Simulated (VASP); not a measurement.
# Sn (I4_1/amd) in VASP: settings compared, part 2 of 2

VASP 6.6.1. Earlier steps stand in the parts before.

## 5. Relaxation of cell and atoms, PBEsol

This run uses another cell than the first one, of 27.65 Å³/atom.

Input file INCAR:

```
PREC = Accurate
ENCUT = 600
EDIFF = 1E-6
ISMEAR = -1
SIGMA = 0.05
LREAL = F
LASPH = T
NELM = 60
ALGO = Normal
ISIF = 3
LWAVE = F
LCHARG = F
GGA = PS
IBRION = 2
NSW = 60
EDIFFG = -0.01
```

Input file KPOINTS:

```
Automatic mesh
0
Gamma
  9 9 9
```

Input file POSCAR:

```
Sn
1.0
   -2.9401404553      2.9401404553      1.5993019889
    2.9401404553     -2.9401404553      1.5993019889
    2.9401404553      2.9401404553     -1.5993019889
Sn
2
Direct
    0.0000000000      0.0000000000      0.0000000000
    0.7500000000      0.2500000000      0.5000000000
```

Potentials or basis: VASP PAW PBE potentials, release 64 (Sn_d).

On the command line:

```console
$ cat potpaw_PBE.64/Sn_d/POTCAR > POTCAR
$ mpirun -np 1 vasp_std > vasp.out
```

Wall time 13 min (1 thread of Intel Xeon 8259CL, shared host); peak memory 0.23 GiB.

It converged, with:

```
Free energy                           : -8.5172 eV
Relaxed volume                        : 26.87 Å³/atom
Relaxed cell                          : a = 4.418 Å, b = 4.418 Å, c = 4.418 Å, α = 97.32°, β = 97.32°, γ = 138.17°
Space group after relaxing (to 0.1 Å) : I4_1/amd (No. 141)
Energy gained by relaxing             : 3.7 meV/atom
Ionic steps                           : 7
Pressure after relaxing               : 0.0 GPa
Band gap on the k mesh                : zero (bands 14 and 15 overlap by 4.06 eV)
```

Step by step:
| step | energy change (eV) | largest force (eV/Å) | pressure (GPa) | volume (Å³) |
| --- | --- | --- | --- | --- |
| 1 | 0.0000 | 0.0000 | -1.45 | 55.30 |
| 2 | -0.0066 | 0.0000 | 0.50 | 53.32 |
| 3 | -0.0072 | 0.0000 | 0.01 | 53.77 |
| 4 | -0.0072 | 0.0000 | 0.06 | 53.74 |
| 5 | -0.0073 | 0.0000 | 0.05 | 53.74 |
| 6 | -0.0073 | 0.0000 | 0.04 | 53.74 |
| 7 | -0.0074 | 0.0000 | 0.04 | 53.74 |

Final structure:
```
Sn
1.0
    -2.91847    2.91847    1.57734
     2.91847   -2.91847    1.57734
     2.91847    2.91847   -1.57734
Sn
2
Direct
  0.00000 0.00000 0.00000
  0.75000 0.25000 0.50000
```

Levels at points of the mesh, in eV from the Fermi level:
| k point | band 10 | band 11 | band 12 | band 13 | band 14 | band 15 | band 16 | band 17 | band 18 |
| --- | --- | --- | --- | --- | --- | --- | --- | --- | --- |
| (0.00, 0.00, 0.00) | -21.06 | -11.24 | -3.72 | -2.05 | -2.05 | 2.90 | 6.18 | 6.18 | 7.01 |

Caveat: the PAW data sets were made with another functional, which shifts forces and pressure a little; spin-orbit coupling is left out, which moves the levels of the heavy elements.

## 6. Single point, LDA, non-collinear spin, zero start, spin-orbit coupling

This run uses another cell than the first one, of 27.65 Å³/atom.

Input file INCAR:

```
PREC     = Accurate       # precision mode
ENCUT    = 520            # plane-wave cutoff, eV
EDIFF    = 1E-6           # SCF threshold, eV
ISMEAR   = -1             # smearing method
SIGMA    = 0.05           # smearing width, eV
LREAL    = F              # projectors in reciprocal space
LASPH    = T              # aspherical terms in the spheres
NELM     = 150            # most SCF steps
ALGO     = Normal         # electronic algorithm
ISIF     = 2              # what is computed and relaxed
LWAVE    = F              # write WAVECAR
LCHARG   = F              # write CHGCAR
MAGMOM   = 0 0 0 0 0 0    # initial moments
LORBIT   = 11             # projections on sites
LSORBIT  = T              # spin-orbit coupling
GGA_COMPAT= F            
LORBMOM  = T            
NBANDS   = 40             # bands
```

Input file KPOINTS:

```
regular mesh
0
Gamma
  7 7 7
```

POSCAR is that of step 5.

Potentials or basis: VASP PAW LDA potentials, release 64 (Sn_d).

On the command line:

```console
$ cat potpaw_LDA.64/Sn_d/POTCAR > POTCAR
$ mpirun -np 1 vasp_ncl > vasp.out
```

OUTCAR:

```text
PREC = Accurate
   ENCUT = 520
   EDIFF = 1E-6
   ISMEAR = -1
   LREAL = F
   LASPH = T
   NELM = 150
   ISIF = 2
   LORBIT = 11
   LSORBIT = T

 ion  position               nearest neighbor table
   1  0.000  0.000  0.000-   2 3.05   2 3.05   2 3.05   2 3.05
   2  0.750  0.250  0.500-   1 3.05   1 3.05   1 3.05   1 3.05

  LATTYP: Found a body centered tetragonal cell.
 ALAT       =     5.8802809106
 C/A-ratio  =     0.5439542815

  Lattice vectors:

 A1 = (  -2.9401404553,   2.9401404553,   1.5993019889)
 A2 = (   2.9401404553,  -2.9401404553,   1.5993019889)
 A3 = (   2.9401404553,   2.9401404553,  -1.5993019889)

Analysis of symmetry for initial positions (statically):
=====================================================================
 Subroutine PRICEL returns:
 Original cell was already a primitive cell.

 Routine SETGRP: Setting up the symmetry group for a
 body centered tetragonal supercell.

 Subroutine GETGRP returns: Found 16 space group operations
 (whereof  8 operations were pure point group operations)
 out of a pool of 16 trial point group operations.

The static configuration has the point symmetry D_2d.
 The point group associated with its full space group is D_4h.

Analysis of symmetry for dynamics (positions and initial velocities):
=====================================================================
 Subroutine PRICEL returns:
 Original cell was already a primitive cell.

 Routine SETGRP: Setting up the symmetry group for a
 body centered tetragonal supercell.

 Subroutine GETGRP returns: Found 16 space group operations
 (whereof  8 operations were pure point group operations)
 out of a pool of 16 trial point group operations.

The dynamic configuration has the point symmetry D_2d.
 The point group associated with its full space group is D_4h.

Analysis of structural, dynamic, and magnetic symmetry:
=====================================================================
 Subroutine PRICEL returns:
 Original cell was already a primitive cell.

 Routine SETGRP: Setting up the symmetry group for a
 body centered tetragonal supercell.

 Subroutine GETGRP returns: Found 16 space group operations
 (whereof  8 operations were pure point group operations)
 out of a pool of 16 trial point group operations.

The overall configuration has the point symmetry D_2d.
 The point group associated with its full space group is D_4h.

 Subroutine INISYM returns: Found 16 space group operations
 (whereof  8 operations are pure point group operations),
 and found     1 'primitive' translations

----------------------------------------------------------------------------------------

                                     Primitive cell

  volume of cell :      55.3002

  direct lattice vectors                    reciprocal lattice vectors
    -2.940140455  2.940140455  1.599301989     0.000000000  0.170059903  0.312636390
[... 1179 lines left out ...]

  FORCE on cell =-STRESS in cart. coord.  units (eV):
  Direction    XX          YY          ZZ          XY          YZ          ZX
  --------------------------------------------------------------------------------------
  -------------------------------------------------------------------------------------
  Total       -1.1268427     -1.1268427     -0.8766821      0.0000000      0.0000000      0.0000000
  in kB      -32.6472999    -32.6472999    -25.3995557      0.0000000      0.0000000      0.0000000
  external PRESSURE =     -30.2313852 kB  Pullay stress =       0.0000000 kB

 VOLUME and BASIS-vectors are now :
 -----------------------------------------------------------------------------
  energy-cutoff  :      520.00
  volume of cell :       55.30
      direct lattice vectors                 reciprocal lattice vectors
    -2.940140455  2.940140455  1.599301989     0.000000000  0.170059903  0.312636390
     2.940140455 -2.940140455  1.599301989     0.170059903  0.000000000  0.312636390
     2.940140455  2.940140455 -1.599301989     0.170059903  0.170059903  0.000000000

 POSITION                                       TOTAL-FORCE (eV/Angst)
 -----------------------------------------------------------------------------------
      0.00000      0.00000      0.00000         0.000000     -0.000000      0.000000
      0.00000      2.94014      0.79965        -0.000000      0.000000     -0.000000
 -----------------------------------------------------------------------------------
    total drift:                                0.000000      0.000000      0.000000

  FREE ENERGIE OF THE ION-ELECTRON SYSTEM (eV)
  ---------------------------------------------------
  free  energy   TOTEN  =        -9.1013950679 eV

  energy  without entropy=       -9.0918890975  energy(sigma->0) =       -9.09664208

 orbital moment (x)

 # of ion     p       d       tot
 ----------------------------------------
  1        -0.000   0.000   0.000
  2        -0.000   0.000  -0.000
 ----------------------------------------
           -0.000   0.000  -0.000

 orbital moment (y)

 # of ion     p       d       tot
 ----------------------------------------
  1        -0.000   0.000  -0.000
  2        -0.000  -0.000  -0.000
 ----------------------------------------
           -0.000   0.000  -0.000

 orbital moment (z)

 # of ion     p       d       tot
 ----------------------------------------
  1         0.000   0.000   0.000
  2         0.000   0.000   0.000
 ----------------------------------------
            0.000   0.000   0.000

 Spin-Orbit-Coupling matrix elements

 Ion:    1  E_soc:     -0.1200354
 l=   1
     0.0000000    -0.0137279    -0.0135411
    -0.0137279     0.0000000    -0.0137279
    -0.0135411    -0.0137279     0.0000000
 l=   2
     0.0000000    -0.0012885     0.0000000    -0.0012885    -0.0050387
    -0.0012885     0.0000000    -0.0038006    -0.0012832    -0.0012604
     0.0000000    -0.0038006     0.0000000    -0.0038006     0.0000000
    -0.0012885    -0.0012832    -0.0038006     0.0000000    -0.0012604
    -0.0050387    -0.0012604     0.0000000    -0.0012604     0.0000000
 l=   3
     0.0000000     0.0000000     0.0000000     0.0000000     0.0000000     0.0000000     0.0000000
     0.0000000     0.0000000     0.0000000     0.0000000     0.0000000     0.0000000     0.0000000
     0.0000000     0.0000000     0.0000000     0.0000000     0.0000000     0.0000000     0.0000000
     0.0000000     0.0000000     0.0000000     0.0000000     0.0000000     0.0000000     0.0000000
     0.0000000     0.0000000     0.0000000     0.0000000     0.0000000     0.0000000     0.0000000
     0.0000000     0.0000000     0.0000000     0.0000000     0.0000000     0.0000000     0.0000000
     0.0000000     0.0000000     0.0000000     0.0000000     0.0000000     0.0000000     0.0000000

 Ion:    2  E_soc:     -0.1200354
 l=   1
     0.0000000    -0.0137279    -0.0135411
    -0.0137279     0.0000000    -0.0137279
    -0.0135411    -0.0137279     0.0000000
 l=   2
     0.0000000    -0.0012885     0.0000000    -0.0012885    -0.0050387
    -0.0012885     0.0000000    -0.0038006    -0.0012832    -0.0012604
     0.0000000    -0.0038006     0.0000000    -0.0038006     0.0000000
    -0.0012885    -0.0012832    -0.0038006     0.0000000    -0.0012604
    -0.0050387    -0.0012604     0.0000000    -0.0012604     0.0000000
 l=   3
     0.0000000     0.0000000     0.0000000     0.0000000     0.0000000     0.0000000     0.0000000
     0.0000000     0.0000000     0.0000000     0.0000000     0.0000000     0.0000000     0.0000000
     0.0000000     0.0000000     0.0000000     0.0000000     0.0000000     0.0000000     0.0000000
     0.0000000     0.0000000     0.0000000     0.0000000     0.0000000     0.0000000     0.0000000
     0.0000000     0.0000000     0.0000000     0.0000000     0.0000000     0.0000000     0.0000000
     0.0000000     0.0000000     0.0000000     0.0000000     0.0000000     0.0000000     0.0000000
     0.0000000     0.0000000     0.0000000     0.0000000     0.0000000     0.0000000     0.0000000

 total charge

# of ion       s       p       d       tot
------------------------------------------
    1        1.251   1.007   9.971  12.229
    2        1.251   1.007   9.971  12.229
--------------------------------------------------
tot          2.502   2.014  19.942  24.458

 magnetization (x)

# of ion       s       p       d       tot
------------------------------------------
    1        0.000   0.000   0.000   0.000
    2        0.000   0.000   0.000   0.000
--------------------------------------------------
tot          0.000   0.000   0.000   0.000

 magnetization (y)

# of ion       s       p       d       tot
------------------------------------------
    1       -0.000   0.000   0.000  -0.000
    2       -0.000   0.000   0.000  -0.000
--------------------------------------------------
tot         -0.000   0.000   0.000  -0.000

 magnetization (z)

# of ion       s       p       d       tot
------------------------------------------
    1        0.000  -0.000   0.000  -0.000
    2       -0.000   0.000   0.000   0.000
--------------------------------------------------
tot         -0.000   0.000   0.000  -0.000
```

It took 8.5 min on 1 thread of Intel Xeon 8259CL, shared host; peak memory 0.32 GiB.

Results:

| Item | Value |
| --- | --- |
| Free energy | -9.1014 eV |
| Pressure | -3.0 GPa |
| Net moment | 0.00 μB per cell |
| Valence electrons inside the program's atomic spheres | Sn 12.23 |

Moments on the atoms (μB; x, y, z):
```
Sn  0.00 0.00 0.00
Sn  0.00 0.00 0.00
```

Caveat: the cell stands under tension.

## 7. Summary

```tsv
task	level	potentials or basis	spin	cell	k mesh	cutoff (eV)	gap on the mesh (eV)	pressure (GPa)	relaxed volume (Å³/atom)
single point	PBE	VASP PAW PBE potentials, release 64 (Sn_d)	off	a = 4.542 Å, angles 97.4, 97.4, 137.9°, 2 atoms	9 × 9 × 9	520	none	-1.4	-
single point	r2SCAN	VASP PAW PBE potentials, release 64 (Sn_d)	off	a = 4.364 Å, angles 97.4, 97.4, 137.9°, 2 atoms	9 × 9 × 9	520	none	3.7	-
relaxation of cell and atoms	LDA	VASP PAW LDA potentials, release 64 (Sn_d)	off	relaxed from a = 4.455 Å, angles 97.4, 97.4, 137.9°, 2 atoms	9 × 9 × 9	600	none	0.0	26.19
relaxation of cell and atoms	PBEsol	VASP PAW PBE potentials, release 64 (Sn_d)	off	relaxed from a = 4.455 Å, angles 97.4, 97.4, 137.9°, 2 atoms	9 × 9 × 9	600	none	0.0	26.87
single point	LDA	VASP PAW LDA potentials, release 64 (Sn_d)	non-collinear, zero start, SOC	a = 4.455 Å, angles 97.4, 97.4, 137.9°, 2 atoms	7 × 7 × 7	520	-	-3.0	-
```

Alike in all rows: smearing fermi-dirac 0.05 eV.

Caveats: spin-orbit coupling is left out, which moves the levels of the heavy elements (at least some runs); the PAW data sets were made with another functional, which shifts forces and pressure a little (at least some runs); the cell stands under pressure (at least some runs); the cell stands under tension (at least some runs).

Total energies depend on the potentials used, so only differences within one code and one set of settings carry meaning.
